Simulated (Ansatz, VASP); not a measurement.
# Two plane-wave programs on Ca

Contents of INCAR:

```
SYSTEM = Ca
PREC = Accurate ; ENCUT = 520
EDIFF = 1E-8 ; ISMEAR = -1
SIGMA = 0.05 ; LREAL = .FALSE.
LASPH = .TRUE. ; NELM = 100
ALGO = Normal ; ISIF = 2
LWAVE = .FALSE. ; LCHARG = .FALSE.
GGA = PS ; LEFG = .TRUE.
NBANDS = 11
```

File KPOINTS:

```
regular mesh
0
G
  11 11 11
  0 0 0
```

File POSCAR:

```
Ca
1.0
    0.0000000000      2.8034831247      2.8034831247
    2.8034831247      0.0000000000      2.8034831247
    2.8034831247      2.8034831247      0.0000000000
Ca
1
Direct
    0.0000000000      0.0000000000      0.0000000000
```

Input for Ansatz:

```yaml
crystal:
  lattice:
    - [0.0, 2.8034831247, 2.8034831247]
    - [2.8034831247, 0.0, 2.8034831247]
    - [2.8034831247, 2.8034831247, 0.0]
  atoms:
    - { symbol: Ca, position: [0.0, 0.0, 0.0] }
kpoints:
  mp_grid: { grid: [11, 11, 11] }
scf:
  occupations: { method: fermi_dirac, width: 0.05 }
hamiltonian:
  xc: pbesol
  pseudopotentials: { kind: paw }
output:
  forces: true
  stress: true
  eigenvalues: true
  efg: { contact_densities: true }
```

Change from the starting cell: volume scaled by 1.01, PAW files.

Alike in both runs: task electric field gradients; functional PBEsol; k mesh 11 × 11 × 11; occupations fermi-dirac, width 0.05 eV; no spin polarisation.

```csv
,VASP,Ansatz
version,VASP 6.6.1,Ansatz 0.2.0
potentials or method,"VASP PAW PBE potentials, release 64 (Ca_sv)","PAW with Ansatz's default frozen-core files, scalar-relativistic"
plane-wave cutoff (eV),520,420
valence electrons in the cell,10,10
```

```tsv
	VASP	Ansatz	Ansatz less VASP
pressure (GPa)	-1.3	-1.3	-0.01
```

VASP's potentials were made for PBE, not for PBEsol.
